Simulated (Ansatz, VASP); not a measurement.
Na: VASP beside Ansatz

```xyz
1
Lattice="-2.0540 2.0540 2.1810 2.0540 -2.0540 2.1810 2.0540 2.0540 -2.1810" Properties=species:S:1:pos:R:3 pbc="T T T"
Na    0.0000    0.0000    0.0000
```

Change from the starting cell: strain -0.030 along x and y, +0.030 along z, atoms carried along.

Alike in both runs: task single point; functional PBEsol; k mesh 16 × 16 × 16; occupations gaussian, width 0.15 eV; no spin polarisation.

|  | VASP | Ansatz |
| --- | --- | --- |
| version | VASP 6.6.1 | Ansatz 0.2.0 |
| potentials or method | VASP PAW PBE potentials, release 64 (Na_pv), cutoff 520 eV | scalar-relativistic, plane waves, PAW |
| valence electrons in the cell | 7 | 9 |

|  | VASP | Ansatz | Ansatz less VASP |
| --- | --- | --- | --- |
| gap on the k mesh at the Fermi level (eV) | none | none | - |
| pressure (GPa) | -0.1 | -0.1 | +0.02 |

VASP's potentials were made for PBE, not for PBEsol. A gap of «none» marks a metal or a gap that the smearing closes. VASP's potentials hold 7 valence electrons a cell and Ansatz's 9, so a difference there can come from the potentials and not from the codes.
